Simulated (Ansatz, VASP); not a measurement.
# Ag7I8: VASP beside Ansatz

```
Ag I
1.0
     0.00000    9.11726    0.00000
    -9.11726    0.00000    0.00000
     4.55863   -4.55863    6.45511
Ag I
7 8
Direct
  0.11708 0.38292 0.75000
  0.11707 0.86707 0.23415
  0.11708 0.86708 0.75000
  0.63293 0.38293 0.26585
  0.63292 0.38292 0.75000
  0.62500 0.87500 0.25000
  0.63292 0.86708 0.75000
  0.00380 0.49613 0.00760
  0.00387 0.49620 0.49240
  0.00380 0.01147 0.00760
  0.00285 0.00094 0.50187
  0.49906 0.49715 0.99813
  0.48853 0.49620 0.49240
  0.49906 0.00097 0.99813
  0.49903 0.00094 0.50187
```

Change from the starting cell: Ag vacancy, atoms relaxed.

Alike in both runs: functional PBEsol; k mesh 4 × 4 × 4; occupations gaussian, width 0.05 eV; no spin polarisation.

Ansatz relaxed the structure, and its values are those at the end. VASP's run is a single point on that final structure, the one shown.

|  | VASP | Ansatz |
| --- | --- | --- |
| version | VASP 6.6.1 | Ansatz 0.2.0 |
| potentials or method | VASP PAW PBE potentials, release 64 (Ag, I), cutoff 400 eV | scalar-relativistic, plane waves, PAW |
| valence electrons in the cell | 133 | 269 |

|  | VASP | Ansatz | Ansatz less VASP |
| --- | --- | --- | --- |
| gap on the k mesh at the Fermi level (eV) | none | none | - |
| pressure (GPa) | -1.3 | -1.2 | +0.13 |
| rms of the force components (eV/Å) | 0.004 | 0.003 | -0.0009 |

VASP's potentials were made for PBE, not for PBEsol. A gap of «none» marks a metal or a gap that the smearing closes. VASP's potentials hold 133 valence electrons a cell and Ansatz's 269, so a difference there can come from the potentials and not from the codes. Ansatz's warnings: stress scf threshold loose.

Spin-orbit coupling is off throughout.
